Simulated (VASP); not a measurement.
# Sc: single point with PBEsol

The system is Sc.

```xyz
2
Lattice="3.3309 0.0000 0.0000 -1.6655 2.8847 0.0000 0.0000 0.0000 5.3082" Properties=species:S:1:pos:R:3 pbc="T T T"
Sc    1.6655    0.9616    3.9812
Sc    0.0000    1.9231    1.3271
```

| Property | Result |
| --- | --- |
| Program | VASP 6.6.1 |
| Task | single point |
| Functional | PBEsol |
| Potentials or basis | VASP PAW PBE potentials, release 64 (Sc_sv) |
| Cutoff | 520 eV |
| k mesh | 9 × 9 × 5 |
| Occupations | fermi-dirac, width 0.05 eV |
| Spin | no spin polarisation |
| Dipole correction | no |
| Further INCAR settings | ALGO = Normal; EDIFF = 1e-07; NBANDS = 18 |

```json
{"Pressure": "-3.7 GPa", "Band gap on the k mesh": "zero (band 11 reaches 4.04 eV, above the bottom of band 12 at 2.96 eV)"}
```

Stress tensor (GPa, compression positive):
```
-3.23  0.00  0.00
 0.00 -3.23  0.00
 0.00  0.00 -4.71
```

Levels at points of the mesh, in eV from the Fermi level:
| k point | band 7 | band 8 | band 9 | band 10 | band 11 | band 12 | band 13 | band 14 | band 15 | band 16 |
| --- | --- | --- | --- | --- | --- | --- | --- | --- | --- | --- |
| (0.00, 0.00, 0.00) | -27.82 | -27.81 | -5.07 | -1.65 | 0.39 | 1.56 | 1.56 | 1.67 | 1.96 | 1.96 |

Run time: 16 s on 1 thread of Intel(R) Xeon(R) 6975P-C (Granite Rapids), with other jobs on the host, peak memory 0.18 GiB.

Caveat: the PAW data sets were made with another functional, which shifts forces and pressure a little.
